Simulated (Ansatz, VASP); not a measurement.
SnO2: VASP beside Ansatz

```xyz
6
Lattice="-1.9996 1.9996 5.1013 1.9996 -1.9996 5.1013 1.9996 1.9996 -5.1013" Properties=species:S:1:pos:R:3 pbc="T T T"
Sn    0.0000    1.9996    2.5506
Sn    0.0000    0.0000    0.0000
O     0.0000    1.9996    0.4728
O     0.0000    0.0000    8.1247
O     0.0000    0.0000    2.0778
O     0.0000    1.9996    4.6285
```

Alike in both runs: task single point; functional PBE; k mesh 6 × 6 × 6; no spin polarisation.

|  | VASP | Ansatz |
| --- | --- | --- |
| version | VASP 6.6.1 | Ansatz 0.2.0 |
| potentials or method | VASP PAW PBE potentials, release 64 (Sn_d, O) | plane waves, PAW |
| plane-wave cutoff (eV) | 600 | 420 |
| occupations | gaussian, width 0.01 eV | fixed |
| valence electrons in the cell | 52 | 52 |

Ansatz gave:

| Item | Value |
| --- | --- |
| gap on the k mesh at the Fermi level (eV) | 1.72 |
| pressure (GPa) | 6.8 |
| traceless stress, the component that is largest in VASP (GPa) | 0.22 |
| rms of the force components (eV/Å) | 0.044 |

Q: Which values does VASP return?

A: gap on the k mesh at the Fermi level (eV): 1.71; pressure (GPa): 7.2; traceless stress, the component that is largest in VASP (GPa): 0.37; rms of the force components (eV/Å): 0.056.

Atom by atom the forces differ by 0.012 eV/Å (rms over components).
